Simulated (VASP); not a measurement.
# TiSi2 (Cmcm) in VASP: single point with PBEsol

Aim: the single point of TiSi2 with PBEsol.

All numbers are computed with VASP 6.6.1; they aren't measurements. Logs are shortened: lines on timing, memory, paths and dates and some standing lists are left out, and cuts for length are marked.

## (1) The cell of the first run

The structure is orthorhombic, space group Cmcm (No. 63). Conventional cell: a = 3.517 Å, b = 13.348 Å, c = 3.413 Å, α = 90.00°, β = 90.00°, γ = 90.00°. Ti (site symmetry m2m) has 10 Si at 2.52 to 2.79 Å and 6 Ti at 3.22 to 3.52 Å within 3.6 Å. Si (site symmetry m2m) has 6 Si at 2.34 to 3.08 Å and 6 Ti at 2.52 to 2.79 Å within 3.1 Å. Si (site symmetry m2m) has 8 Si at 2.45 to 3.08 Å and 4 Ti at 2.60 to 2.64 Å within 3.2 Å.

## (2) Single point, PBEsol (strain +0.000 along x and y, -0.040 along z)

Contents of INCAR:

```
PREC = Accurate
ENCUT = 520
EDIFF = 1E-6
ISMEAR = 0
SIGMA = 0.15
LREAL = F
LASPH = T
NELM = 80
ALGO = Normal
ISIF = 2
LWAVE = F
LCHARG = T
GGA = PS
LELF = T
LVHAR = T
NBANDS = 29
```

Contents of KPOINTS:

```
Automatic mesh
0
Gamma
  14 14 14
```

Contents of POSCAR:

```
TiSi2
1.0
    1.7585247991     -6.6741239440      0.0000000000
    1.7585247991      6.6741239440      0.0000000000
    0.0000000000      0.0000000000      3.4133905748
Ti Si
2 4
Direct
    0.8975172580      0.1024827420      0.7500000000
    0.1024827420      0.8975172580      0.2500000000
    0.5599863191      0.4400136809      0.7500000000
    0.4400136809      0.5599863191      0.2500000000
    0.2497198029      0.7502801971      0.7500000000
    0.7502801971      0.2497198029      0.2500000000
```

Potentials or basis: VASP PAW PBE potentials, release 64 (Ti_sv, Si).

Launch:

```
$ cat potpaw_PBE.64/Ti_sv/POTCAR potpaw_PBE.64/Si/POTCAR > POTCAR
$ mpirun -np 1 vasp_std > vasp.out
```

OUTCAR:

```text
PREC = Accurate
   ENCUT = 520
   EDIFF = 1E-6
   ISMEAR = 0
   LREAL = F
   LASPH = T
   NELM = 80
   ISIF = 2
   GGA = PS

 ion  position               nearest neighbor table
   1  0.898  0.102  0.750-   4 2.52   4 2.52   4 2.52   4 2.52   6 2.60   6 2.60   5 2.64   5 2.64
                             3 2.79   3 2.79
   2  0.102  0.898  0.250-   3 2.52   3 2.52   3 2.52   3 2.52   5 2.60   5 2.60   6 2.64   6 2.64
                             4 2.79   4 2.79
   3  0.560  0.440  0.750-   4 2.34   4 2.34   2 2.52   2 2.52   2 2.52   2 2.52   1 2.79   1 2.79
                             6 3.06   6 3.06   5 3.08   5 3.08
   4  0.440  0.560  0.250-   3 2.34   3 2.34   1 2.52   1 2.52   1 2.52   1 2.52   2 2.79   2 2.79
                             5 3.06   5 3.06   6 3.08   6 3.08
   5  0.250  0.750  0.750-   6 2.45   6 2.45   6 2.45   6 2.45   2 2.60   2 2.60   1 2.64   1 2.64
                             4 3.06   4 3.06   3 3.08   3 3.08
   6  0.750  0.250  0.250-   5 2.45   5 2.45   5 2.45   5 2.45   1 2.60   1 2.60   2 2.64   2 2.64
                             3 3.06   3 3.06   4 3.08   4 3.08

  LATTYP: Found a base centered orthorhombic cell.
 ALAT       =     3.5170495982
 B/A-ratio  =     3.7952970282
 C/A-ratio  =     0.9705267098

  Lattice vectors:

 A1 = (   1.7585247991,  -6.6741239440,   0.0000000000)
 A2 = (   1.7585247991,   6.6741239440,   0.0000000000)
 A3 = (   0.0000000000,   0.0000000000,   3.4133905748)

Analysis of symmetry for initial positions (statically):
=====================================================================
 Subroutine PRICEL returns:
 Original cell was already a primitive cell.

 Routine SETGRP: Setting up the symmetry group for a
 base centered orthorhombic supercell.

 Subroutine GETGRP returns: Found  8 space group operations
 (whereof  4 operations were pure point group operations)
 out of a pool of  8 trial point group operations.

The static configuration has the point symmetry C_2h.
 The point group associated with its full space group is D_2h.

Analysis of symmetry for dynamics (positions and initial velocities):
=====================================================================
 Subroutine PRICEL returns:
 Original cell was already a primitive cell.

 Routine SETGRP: Setting up the symmetry group for a
 base centered orthorhombic supercell.

 Subroutine GETGRP returns: Found  8 space group operations
 (whereof  4 operations were pure point group operations)
 out of a pool of  8 trial point group operations.

The dynamic configuration has the point symmetry C_2h.
 The point group associated with its full space group is D_2h.

 Subroutine INISYM returns: Found  8 space group operations
 (whereof  4 operations are pure point group operations),
 and found     1 'primitive' translations

----------------------------------------------------------------------------------------

                                     Primitive cell

  volume of cell :      80.1233

  direct lattice vectors                    reciprocal lattice vectors
     1.758524799 -6.674123944  0.000000000     0.284329229 -0.074916199  0.000000000
     1.758524799  6.674123944  0.000000000     0.284329229  0.074916199  0.000000000
     0.000000000  0.000000000  3.413390575     0.000000000  0.000000000  0.292963837

  length of vectors
     6.901908424  6.901908424  3.413390575     0.294033242  0.294033242  0.292963837

  position of ions in fractional coordinates (direct lattice)
     0.897517258  0.102482742  0.750000000
     0.102482742  0.897517258  0.250000000
     0.559986319  0.440013681  0.750000000
     0.440013681  0.559986319  0.250000000
     0.249719803  0.750280197  0.750000000
     0.750280197  0.249719803  0.250000000

  ion indices of the primitive-cell ions
   primitive index   ion index
                 1           1
                 2           2
                 3           3
                 4           4
                 5           5
                 6           6

----------------------------------------------------------------------------------------

 KPOINTS: Automatic mesh

Automatic generation of k-mesh.
 Grid dimensions read from file:
 generate k-points for:   14   14   14

 Generating k-lattice:

  Cartesian coordinates                     Fractional coordinates (reciprocal lattice)
     0.020309231 -0.005351157  0.000000000     0.071428571  0.000000000  0.000000000
     0.020309231  0.005351157  0.000000000     0.000000000  0.071428571  0.000000000
     0.000000000  0.000000000  0.020925988     0.000000000  0.000000000  0.071428571

  Length of vectors
     0.021002374  0.021002374  0.020925988

  Shift w.r.t. Gamma in fractional coordinates (k-lattice)
     0.000000000  0.000000000  0.000000000

 Subroutine IBZKPT returns following result:
 ===========================================

 Found    456 irreducible k-points:

 Following reciprocal coordinates:
            Coordinates               Weight
  0.000000  0.000000  0.000000      1.000000
  0.071429 -0.000000  0.000000      4.000000
  0.142857  0.000000  0.000000      4.000000
  0.214286  0.000000  0.000000      4.000000
  0.285714 -0.000000  0.000000      4.000000
  0.357143 -0.000000  0.000000      4.000000
[... 16 lines left out ...]
  0.214286  0.142857  0.000000      4.000000
  0.285714  0.142857  0.000000      4.000000
 [... further k-points ...]
   k-points           NKPTS =    456   k-points in BZ     NKDIM =    456   number of bands    NBANDS=     29
   number of dos      NEDOS =    301   number of ions     NIONS =      6
   total plane-waves  NPLWV =  81648
   dimension x,y,z NGX =    54 NGY =   54 NGZ =   28
   dimension x,y,z NGXF=   108 NGYF=  108 NGZF=   56
   ions per type =               2   4
   NGX,Y,Z   is equivalent  to a cutoff of  13.01, 13.01, 13.64 a.u.
   NGXF,Y,Z  is equivalent  to a cutoff of  26.01, 26.01, 27.27 a.u.
 SYSTEM =  unknown system
   PREC   = accura    normal or accurate (medium, high low for compatibility)
   ISTART =      0    job   : 0-new  1-cont  2-samecut
   ICHARG =      2    charge: 1-file 2-atom 10-const
   ISPIN  =      1    spin polarized calculation?
   LNONCOLLINEAR =      F non collinear calculations
   LSORBIT =      F    spin-orbit coupling
   LASPH  =      T    aspherical Exc in radial PAW
   ENCUT  =  520.0 eV  38.22 Ry    6.18 a.u.  12.83 12.83  6.35*2*pi/ulx,y,z
   NELM   =     80;   NELMIN=  2; NELMDL= -5     # of ELM steps
   EDIFF  = 0.1E-05   stopping-criterion for ELM
   LREAL  =      F    real-space projection
   EDIFFG = 0.1E-04   stopping-criterion for IOM
   NSW    =      0    number of steps for IOM
   IBRION =     -1    ionic relax: 0-MD 1-quasi-New 2-CG
   NFREE  =      0    steps in history (QN), initial steepest desc. (CG)
   ISIF   =      2    stress and relaxation
   ISYM   =      2    0-nonsym 1-usesym 2-fastsym
   POTIM  = 0.5000    time-step for ionic-motion
   TEBEG  =    0.0;   TEEND  =   0.0 temperature during run
   PSTRESS=    0.0 pullay stress
   NELECT =      40.0000    total number of electrons
   NUPDOWN=      -1.0000    fix difference up-down
   EMIN   =  10.00;   EMAX   =-10.00  energy-range for DOS
   EFERMI =   0.00;   METHOD = LEGACY
   ISMEAR =     0;   SIGMA  =   0.15  broadening in eV -4-tet -1-fermi 0-gaus
   EFERMI_NEDOS =   21; number of points for ismear=-14 and -15
   IALGO  =     38    algorithm
   IMIX   =      4    mixing-type and parameters
     AMIX     =   0.40;   BMIX     =  1.00
     AMIX_MAG =   1.60;   BMIX_MAG =  1.00
  volume/ion in A,a.u.               =      13.35        90.12
  Fermi-wavevector in a.u.,A,eV,Ry     =   1.298699  2.454186 22.947854  1.686620
  Thomas-Fermi vector in A             =   2.430011
   LORBIT       =      0    0 simple, 1 ext, 2 COOP (PROOUT), +10 PAW based schemes
   GGA     = PS    functional components
   LHFCALC =     F    Hartree Fock is set to
   AEXX    =    0.0000 exact exchange contribution
   IVDW    =     0    specifies the selected vdW correction
   LEPSILON=     F    determine dielectric tensor
   LRPA    =     F    only Hartree local field effects (RPA)
 non-spin polarized calculation
 Gauss-broadening in eV      SIGMA  =   0.15
  energy-cutoff  :      520.00
  volume of cell :       80.12
 maximum number of plane-waves:      2180
 NGX is ok and might be reduce to    54
   NGX = 25   NGY = 25   NGZ = 13

 number of electron      39.9999999 magnetization

 Free energy of the ion-electron system (eV)
  ---------------------------------------------------
  ext. energy  EPLUGINS =         0.00000000
  ---------------------------------------------------
  free energy    TOTEN  =       -43.54602648 eV

  energy without entropy =      -43.52917092  energy(sigma->0) =      -43.53759870

 E-fermi :  11.2596     XC(G=0): -12.0002

 val. band max:       11.2554589743   @ k =   0.5000   0.5000   0.3571
 cond. band min:      11.2700390460   @ k =  -0.4286   0.2143   0.0714
 fundamental gap:      0.0145800717
 Fermi energy:        11.2595605272

 k-point     1 :       0.0000    0.0000    0.0000
  band No.  band energies     occupation
      1     -45.1864      2.00000
      2     -45.1729      2.00000
      3     -21.6847      2.00000
      4     -21.6504      2.00000
      5     -21.6324      2.00000
      6     -21.5814      2.00000
[... 21 lines left out ...]
     28      14.3186      0.00000
     29      14.6813      0.00000

 k-point     2 :       0.0714   -0.0000    0.0000
  band No.  band energies     occupation
      1     -45.1862      2.00000
      2     -45.1726      2.00000
      3     -21.6839      2.00000
      4     -21.6549      2.00000
      5     -21.6363      2.00000
      6     -21.5810      2.00000
[... 21 lines left out ...]
     28      14.5208      0.00000
     29      14.8119      0.00000

 k-point     3 :       0.1429    0.0000    0.0000
  band No.  band energies     occupation
      1     -45.1855      2.00000
      2     -45.1720      2.00000
      3     -21.6817      2.00000
      4     -21.6672      2.00000
      5     -21.6474      2.00000
      6     -21.5799      2.00000
[... 638 lines left out ...]
      5     -21.6719      2.00000
      6     -21.5750      2.00000
[... 21 lines left out ...]
     28      14.7024      0.00000
     29      15.1630      0.00000

 k-point    24 :       0.2857    0.1429    0.0000
  band No.  band energies     occupation
      1     -45.1815      2.00000
      2     -45.1684      2.00000
      3     -21.7351      2.00000
      4     -21.7079      2.00000
      5     -21.6692      2.00000
      6     -21.5739      2.00000
[... 21 lines left out ...]
     28      14.5569      0.00000
     29      15.0654      0.00000

 [... further k-points ...]

------------------------ aborting loop because EDIFF is reached ----------------------------------------

  FORCE on cell =-STRESS in cart. coord.  units (eV):
  Direction    XX          YY          ZZ          XY          YZ          ZX
  --------------------------------------------------------------------------------------
  -------------------------------------------------------------------------------------
  Total        2.5032003      1.6988284      7.4877585      0.0000000      0.0000000      0.0000000
  in kB       50.0549977     33.9704545    149.7282220      0.0000000      0.0000000      0.0000000
  external PRESSURE =      77.9178914 kB  Pullay stress =       0.0000000 kB

 VOLUME and BASIS-vectors are now :
 -----------------------------------------------------------------------------
  energy-cutoff  :      520.00
  volume of cell :       80.12
      direct lattice vectors                 reciprocal lattice vectors
     1.758524799 -6.674123944  0.000000000     0.284329229 -0.074916199  0.000000000
     1.758524799  6.674123944  0.000000000     0.284329229  0.074916199  0.000000000
     0.000000000  0.000000000  3.413390575     0.000000000  0.000000000  0.292963837

 POSITION                                       TOTAL-FORCE (eV/Angst)
 -----------------------------------------------------------------------------------
      1.75852     -5.30616      2.56004         0.000000      0.002400      0.000000
      1.75852      5.30616      0.85335         0.000000     -0.002400     -0.000000
      1.75852     -0.80071      2.56004         0.000000     -0.216867     -0.000000
      1.75852      0.80071      0.85335         0.000000      0.216867     -0.000000
      1.75852      3.34080      2.56004         0.000000     -0.110215     -0.000000
      1.75852     -3.34080      0.85335         0.000000      0.110215     -0.000000
 -----------------------------------------------------------------------------------
    total drift:                                0.000000      0.000000     -0.000000

  FREE ENERGIE OF THE ION-ELECTRON SYSTEM (eV)
  ---------------------------------------------------
  free  energy   TOTEN  =       -43.5460264811 eV

  energy  without entropy=      -43.5291709160  energy(sigma->0) =      -43.53759870
```

It took 20 min on 1 thread of Intel Xeon 6975P-C (Granite Rapids), shared host; peak memory 0.91 GiB.

What came out:

* Free energy: -43.5460 eV
* Pressure: 7.8 GPa
* Largest force: 0.217 eV/Å
* Band gap on the k mesh: zero (bands 20 and 21 overlap by 0.91 eV)

Forces in eV/Å, atoms in the order of the input:
```
Ti   0.000  0.002  0.000
Ti   0.000 -0.002  0.000
Si   0.000 -0.217  0.000
Si   0.000  0.217  0.000
Si   0.000 -0.110  0.000
Si   0.000  0.110  0.000
```

Levels at points of the mesh, in eV from the Fermi level:
```tsv
k point	band 17	band 18	band 19	band 20	band 21	band 22	band 23	band 24
(0.00, 0.00, 0.00)	-2.31	-2.27	-2.15	0.48	0.85	0.86	1.02	1.19
(0.50, 0.00, 0.00)	-1.57	-1.56	-0.71	-0.45	-0.37	1.48	1.76	1.78
(0.50, 0.50, 0.00)	-2.22	-2.18	-1.26	0.39	0.58	0.91	0.95	1.30
(0.00, 0.00, 0.50)	-1.90	-1.90	-0.20	-0.20	0.91	0.91	1.38	1.38
(0.50, 0.00, 0.50)	-3.35	-3.35	-2.64	-2.64	1.76	1.76	2.04	2.04
(0.50, 0.50, 0.50)	-2.38	-2.38	-1.05	-1.05	0.43	0.43	1.99	1.99
```

Caveat: the cell differs from its parent crystal (strain +0.000 along x and y, -0.040 along z); the stress differs along the axes, from 3 to 15 GPa; the PAW data sets were made with another functional, which shifts forces and pressure a little.
